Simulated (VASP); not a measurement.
Runs of VASP 6.6.1 on CdS. The structure is that of space group Fm-3m (No. 225), or close to it. The cells are those of the table. 

| level | cell | gap on the mesh (eV) | pressure (GPa) |
| --- | --- | --- | --- |
| PBE | a = 3.961 Å, angles 60.0°, 2 atoms | 0.24 | -3.4 |
| r2SCAN | a = 3.894 Å, angles 60.0°, 2 atoms | 0.73 | -1.8 |
| r2SCAN | a = 3.856 Å, angles 60.0°, 2 atoms | 0.73 | 0.5 |
| r2SCAN | a = 3.778 Å, angles 60.0°, 2 atoms | 0.72 | 6.5 |
| PBE | a = 3.846 Å, angles 60.0°, 2 atoms | 0.25 | (a) |
| r2SCAN | a = 3.932 Å, angles 60.0°, 2 atoms | 0.73 | -3.8 |
| r2SCAN | a = 3.817 Å, angles 60.0°, 2 atoms | 0.73 | (b) |
| PBE | a = 3.885 Å, angles 60.0°, 2 atoms | 0.25 | 0.4 |

Alike in all rows: task single point; potentials or basis VASP PAW PBE potentials, release 64 (Cd, S); no spin polarisation; k mesh 6 × 6 × 6; cutoff (eV) 520; smearing gaussian 0.01 eV.

**Question.** Fill in the values left out.

**Answer.** (a) 2.8; (b) 3.3.

Caveats: the PAW data sets were made with another functional, which shifts forces and pressure a little (some runs).

A k mesh can miss the band edges, and the runs leave out spin-orbit coupling on Cd.
